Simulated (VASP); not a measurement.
Crystal: IF.

```
CELL_PARAMETERS angstrom
0.00000 3.70772 0.00000
6.81922 -1.85386 0.00000
-0.25652 1.85386 -8.37273
ATOMIC_POSITIONS crystal
I 0.65374 0.12497 0.81749
I 0.34626 0.87503 0.18251
I 0.11073 0.77307 0.55161
I 0.88927 0.22693 0.44839
F 0.92917 0.69017 0.83183
F 0.07083 0.30983 0.16817
F 0.30659 0.42726 0.81408
F 0.69341 0.57274 0.18592
```

Base run:

- Program: VASP 6.6.1
- Functional: PBE
- Potentials or basis: VASP PAW PBE potentials, release 64 (I, F)
- Cutoff: 520 eV
- k mesh: 5 × 5 × 5
- Occupations: fermi-dirac, width 0.1 eV
- Spin: no spin polarisation

Its results: band gap on the k mesh zero (bands 28 and 29 overlap by 0.49 eV); pressure -5.6 GPa; largest force 2.123 eV/Å.

**Question.** The run is repeated on the same cell with these changes: functional from PBE to LDA; potentials or basis from VASP PAW PBE potentials, release 64 (I, F) to VASP PAW LDA potentials, release 64 (I, F). What comes out?

**Answer.** Band gap on the k mesh zero (bands 28 and 29 overlap by 0.51 eV); pressure -9.3 GPa; largest force 2.274 eV/Å.

Caveats: spin-orbit coupling is left out, which moves the levels of the heavy elements; forces of over 1 eV/Å act on the atoms, so gaps and moduli don't describe the material at rest; the stress differs along the axes, from -11 to -3 GPa (at least some runs); the stress differs along the axes, from -15 to -6 GPa (at least some runs).
